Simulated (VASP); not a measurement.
## Sb: single point with PBEsol

Crystal: Sb.

```xyz
1
Lattice="2.9072 0.0000 0.0000 0.0000 2.9072 0.0000 0.0000 0.0000 3.4128" Properties=species:S:1:pos:R:3 pbc="T T T"
Sb    0.0000    0.0000    0.0000
```

This cell differs from its parent crystal: strain -0.080 along x and y, +0.080 along z.

- Program: VASP 6.6.1
- Task: single point
- Functional: PBEsol
- Potentials or basis: VASP PAW PBE potentials, release 64 (Sb)
- Cutoff: 520 eV
- k mesh: 16 × 16 × 16
- Occupations: gaussian, width 0.15 eV
- Spin: no spin polarisation

```yaml
Pressure: 2.9 GPa
```

Stress tensor (GPa, compression positive):
```
 8.43  0.00  0.00
 0.00  8.43  0.00
 0.00  0.00 -8.19
```

Levels at points of the mesh, in eV from the Fermi level:
| k point | band 1 | band 2 | band 3 | band 4 | band 5 | band 6 |
| --- | --- | --- | --- | --- | --- | --- |
| (0.00, 0.00, 0.00) | -12.85 | 0.60 | 4.86 | 4.87 | 4.87 | 8.09 |
| (0.50, 0.00, 0.00) | -9.53 | -6.07 | 3.27 | 7.71 | 8.34 | 8.89 |
| (0.50, 0.50, 0.00) | -5.86 | -3.47 | -3.47 | 2.27 | 6.03 | 11.76 |
| (0.00, 0.00, 0.50) | -11.48 | -5.60 | 6.03 | 6.03 | 9.30 | 12.15 |
| (0.50, 0.00, 0.50) | -8.05 | -4.89 | -2.76 | 2.01 | 8.93 | 13.40 |
| (0.50, 0.50, 0.50) | -4.12 | -2.40 | -2.40 | -0.03 | 4.01 | 5.36 |

Wall time 23 s on 1 thread of Intel(R) Xeon(R) 6975P-C (Granite Rapids), with other jobs on the host, peak memory 0.21 GiB.

Caveat: the cell differs from its parent crystal (strain -0.080 along x and y, +0.080 along z); the PAW data sets were made with another functional, which shifts forces and pressure a little; spin-orbit coupling is left out, which moves the levels of the heavy elements.
